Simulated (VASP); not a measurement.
# MgH2 (I4_1/amd) in VASP: further runs, part 2 of 2

VASP 6.6.1.

## Step 4: Single point, PBE

This run uses another cell than the first one, of 11.43 Å³/atom.

The input, INCAR:

```
PREC = Accurate
ENCUT = 520
EDIFF = 1E-7
ISMEAR = 0
SIGMA = 0.01
LREAL = F
LASPH = T
NELM = 80
ALGO = Normal
ISIF = 2
LWAVE = F
LCHARG = F
GGA = PE
NBANDS = 13
```

The input, KPOINTS:

```
Automatic mesh
0
Gamma
  8 8 8
```

The input, POSCAR:

```
MgH2
1.0
   -1.9040729838      1.9040729838      4.7309027169
    1.9040729838     -1.9040729838      4.7309027169
    1.9040729838      1.9040729838     -4.7309027169
Mg H
2 4
Direct
    0.7500000000      0.2500000000      0.5000000000
    0.0000000000      0.0000000000      0.0000000000
    0.5399464740      0.0399464740      0.5000000000
    0.7899464740      0.7899464740      0.0000000000
    0.2100535260      0.2100535260      0.0000000000
    0.9600535260      0.4600535260      0.5000000000
```

Command:

```console
$ cat potpaw_PBE.64/Mg/POTCAR potpaw_PBE.64/H/POTCAR > POTCAR
$ mpirun -np 1 vasp_std > vasp.out
```

Wall time 34 s (1 thread of Intel Xeon 6975P-C (Granite Rapids), shared host); peak memory 0.25 GiB.

It converged, with:

- Free energy: -17.4700 eV
- Pressure: -0.2 GPa
- Largest force: 0.003 eV/Å
- Band gap on the k mesh: 3.51 eV (least direct gap 4.76 eV)

Forces on the atoms (eV/Å):
```
Mg   0.000  0.000  0.000
Mg   0.000  0.000  0.000
H    0.000  0.000 -0.003
H    0.000  0.000 -0.003
H    0.000  0.000  0.003
H    0.000  0.000  0.003
```

Levels at points of the mesh, in eV from the valence-band top:
```csv
k point,band 1,band 2,band 3,band 4,band 5,band 6,band 7,band 8
"(0.00, 0.00, 0.00)",-6.67,-2.00,-1.77,0.00,4.78,6.58,6.58,7.08
"(0.50, 0.00, 0.00)",-4.75,-3.58,-2.45,-0.89,4.13,6.75,7.16,7.66
"(0.50, 0.50, 0.00)",-2.88,-2.88,-2.43,-2.43,3.56,3.56,5.94,5.94
"(0.50, 0.50, 0.50)",-5.25,-5.25,-0.29,-0.29,5.34,5.34,8.69,8.69
```

A k mesh can miss the band edges.

## Step 5: Single point, PBE (11.78 Å³/atom)

This run uses another cell than the first one, of 11.78 Å³/atom.

The input, INCAR:

```
SYSTEM = MgH2
PREC = Accurate
ENCUT = 520
EDIFF = 1E-6
ISMEAR = 0
SIGMA = 0.01
LREAL = .False.
LASPH = .True.
NELM = 80
ALGO = Normal
ISIF = 2
LWAVE = .False.
LCHARG = .True.
GGA = PE
LELF = .True.
LVHAR = .True.
NBANDS = 13
```

The input, KPOINTS:

```
regular mesh
0
Gamma
  8 8 8
  0 0 0
```

POSCAR: that of step 4 with these lines changed.

```diff
@@ -2,5 +2,5 @@
 1.0
-   -1.9040729838      1.9040729838      4.7309027169
-    1.9040729838     -1.9040729838      4.7309027169
-    1.9040729838      1.9040729838     -4.7309027169
+   -1.9229264177      1.9229264177      4.7777463844
+    1.9229264177     -1.9229264177      4.7777463844
+    1.9229264177      1.9229264177     -4.7777463844
 Mg H
```

Potentials or basis: VASP PAW PBE potentials, release 64 (Mg, H).

Command:

```console
$ cat potpaw_PBE.64/Mg/POTCAR potpaw_PBE.64/H/POTCAR > POTCAR
$ mpirun -np 1 vasp_std > vasp.out
```

OUTCAR:

```text
SYSTEM = MgH2
   PREC = Accurate
   ENCUT = 520
   EDIFF = 1E-6
   ISMEAR = 0
   LREAL = .False.
   LASPH = .True.
   NELM = 80
   ISIF = 2
   GGA = PE

 ion  position               nearest neighbor table
   1  0.750  0.250  0.500-   5 1.96   4 1.96   4 1.96   5 1.96   3 2.01   6 2.01   2 3.07   2 3.07
                             2 3.07   2 3.07
   2  0.000  0.000  0.000-   6 1.96   3 1.96   3 1.96   6 1.96   5 2.01   4 2.01   1 3.07   1 3.07
                             1 3.07   1 3.07
   3  0.540  0.040  0.500-   2 1.96   2 1.96   1 2.01
   4  0.790  0.790  0.000-   1 1.96   1 1.96   2 2.01
   5  0.210  0.210  0.000-   1 1.96   1 1.96   2 2.01
   6  0.960  0.460  0.500-   2 1.96   2 1.96   1 2.01
[... 595 lines left out ...]
  Total       -0.6279455     -0.6279455     -0.7106037      0.0000000      0.0000000      0.0000000
  in kB      -14.2371837    -14.2371837    -16.1112641      0.0000000      0.0000000      0.0000000
  external PRESSURE =     -14.8618771 kB  Pullay stress =       0.0000000 kB

 VOLUME and BASIS-vectors are now :
 -----------------------------------------------------------------------------
  energy-cutoff  :      520.00
  volume of cell :       70.67
      direct lattice vectors                 reciprocal lattice vectors
    -1.922926418  1.922926418  4.777746384     0.000000000  0.260020350  0.104651850
     1.922926418 -1.922926418  4.777746384     0.260020350  0.000000000  0.104651850
     1.922926418  1.922926418 -4.777746384     0.260020350  0.260020350  0.000000000

 POSITION                                       TOTAL-FORCE (eV/Angst)
 -----------------------------------------------------------------------------------
      0.00000      1.92293      2.38887        -0.000000     -0.000000      0.000000
      0.00000      0.00000      0.00000        -0.000000     -0.000000      0.000000
     -0.00000      1.92293      0.38171         0.000000      0.000000      0.023704
      0.00000      0.00000      7.54833         0.000000      0.000000      0.023704
      0.00000      0.00000      2.00716        -0.000000     -0.000000     -0.023704
      0.00000      1.92293      4.39604         0.000000      0.000000     -0.023704
 -----------------------------------------------------------------------------------
    total drift:                               -0.000000      0.000000      0.000000

  FREE ENERGIE OF THE ION-ELECTRON SYSTEM (eV)
  ---------------------------------------------------
  free  energy   TOTEN  =       -17.4602391111 eV

  energy  without entropy=      -17.4602391111  energy(sigma->0) =      -17.46023911
```

Run time: 40 s. Hardware: 1 thread of Intel Xeon 6975P-C (Granite Rapids), shared host; peak memory 0.27 GiB.

What came out:

```
Free energy            : -17.4602 eV
Pressure               : -1.5 GPa
Largest force          : 0.024 eV/Å
Band gap on the k mesh : 3.42 eV (least direct gap 4.73 eV)
```

Forces in eV/Å, atoms in the order of the input:
```
Mg   0.000  0.000  0.000
Mg   0.000  0.000  0.000
H    0.000  0.000  0.024
H    0.000  0.000  0.024
H    0.000  0.000 -0.024
H    0.000  0.000 -0.024
```

## Step 6: Single point, PBE (12.12 Å³/atom)

This run uses another cell than the first one, of 12.12 Å³/atom.

The input, INCAR:

```
SYSTEM = MgH2
ALGO = Normal ; EDIFF = 1E-7
ENCUT = 520 ; GGA = PE
ISIF = 2 ; ISMEAR = 0
LASPH = .TRUE. ; LCHARG = .TRUE.
LELF = .TRUE. ; LREAL = .FALSE.
LVHAR = .TRUE. ; LWAVE = .FALSE.
NBANDS = 13 ; NELM = 80
PREC = Accurate ; SIGMA = 0.01
```

The input, KPOINTS:

```
k-points
0
G
  8 8 8
  0 0 0
```

POSCAR: that of step 5 with these lines changed.

```diff
@@ -2,5 +2,5 @@
 1.0
-   -1.9229264177      1.9229264177      4.7777463844
-    1.9229264177     -1.9229264177      4.7777463844
-    1.9229264177      1.9229264177     -4.7777463844
+   -1.9414172291      1.9414172291      4.8236890718
+    1.9414172291     -1.9414172291      4.8236890718
+    1.9414172291      1.9414172291     -4.8236890718
 Mg H
```

Potentials or basis: VASP PAW PBE potentials, release 64 (Mg, H).

Command:

```console
$ cat potpaw_PBE.64/Mg/POTCAR potpaw_PBE.64/H/POTCAR > POTCAR
$ mpirun -np 1 vasp_std > vasp.out
```

Wall time 54 s (1 thread of Intel Xeon 6975P-C (Granite Rapids), shared host); peak memory 0.27 GiB.

It converged, with:

```yaml
Free_energy: -17.4351 eV
Pressure: -2.6 GPa
Largest_force: 0.048 eV/Å
Band_gap_on_the_k_mesh: 3.33 eV (least direct gap 4.64 eV)
```

Forces in eV/Å, atoms in the order of the input:
```
Mg   0.000  0.000  0.000
Mg   0.000  0.000  0.000
H    0.000  0.000  0.048
H    0.000  0.000  0.048
H    0.000  0.000 -0.048
H    0.000  0.000 -0.048
```

Stress tensor (GPa, compression positive):
```
-2.50  0.00  0.00
 0.00 -2.50  0.00
 0.00  0.00 -2.80
```

Levels at points of the mesh, in eV from the valence-band top:
| k point | band 1 | band 2 | band 3 | band 4 | band 5 | band 6 | band 7 | band 8 |
| --- | --- | --- | --- | --- | --- | --- | --- | --- |
| (0.00, 0.00, 0.00) | -6.40 | -1.93 | -1.69 | 0.00 | 4.73 | 6.39 | 6.39 | 6.90 |
| (0.50, 0.00, 0.00) | -4.58 | -3.41 | -2.35 | -0.84 | 4.07 | 6.54 | 6.91 | 7.33 |
| (0.50, 0.50, 0.00) | -2.78 | -2.78 | -2.34 | -2.34 | 3.49 | 3.49 | 5.75 | 5.75 |
| (0.50, 0.50, 0.50) | -5.04 | -5.04 | -0.26 | -0.26 | 5.20 | 5.20 | 8.47 | 8.47 |

## Step 7: Overview

```tsv
cell	gap on the mesh (eV)	pressure (GPa)	largest force (eV/Å)
a = 5.332 Å, angles 139.1, 139.1, 59.3°, 6 atoms	3.61	2.9	0.07
a = 5.389 Å, angles 139.1, 139.1, 59.3°, 6 atoms	3.58	1.2	0.03
a = 5.444 Å, angles 139.1, 139.1, 59.3°, 6 atoms	3.51	-0.2	-
a = 5.497 Å, angles 139.1, 139.1, 59.3°, 6 atoms	3.42	-1.5	0.02
a = 5.550 Å, angles 139.1, 139.1, 59.3°, 6 atoms	3.33	-2.6	0.05
```

Alike in all rows: task single point; level PBE; potentials or basis VASP PAW PBE potentials, release 64 (Mg, H); no spin polarisation; k mesh 8 × 8 × 8; cutoff (eV) 520; smearing gaussian 0.01 eV.

Absolute energies hang on the potentials; compare differences alone.
